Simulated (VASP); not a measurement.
Input of a VASP 6.6.1 run:

Contents of INCAR:

```
PREC = Accurate ; ENCUT = 520
EDIFF = 1E-7 ; ISMEAR = 0
SIGMA = 0.02 ; LREAL = F
LASPH = T ; NELM = 60
ALGO = Normal ; ISIF = 2
LWAVE = F ; LCHARG = F
GGA = PE ; NBANDS = 14
```

File KPOINTS:

```
regular mesh
0
Gamma
  8 8 8
```

Contents of POSCAR:

```
NaCl
1.0
    0.0000000000      2.7589818410      2.7589818410
    2.7589818410      0.0000000000      2.7589818410
    2.7589818410      2.7589818410      0.0000000000
Na Cl
1 1
Direct
    0.0000000000      0.0000000000      0.0000000000
    0.5000000000      0.5000000000      0.5000000000
```

Potentials or basis: VASP PAW PBE potentials, release 64 (Na_pv, Cl).

The run is started by

```sh
$ cat potpaw_PBE.64/Na_pv/POTCAR potpaw_PBE.64/Cl/POTCAR > POTCAR
$ mpirun -np 1 vasp_std > vasp.out
```

Problem. Estimate the band gap on the k mesh.

Solution. 5.37 eV, direct.

Problem. Predict the pressure.

Solution. 2.8 GPa.
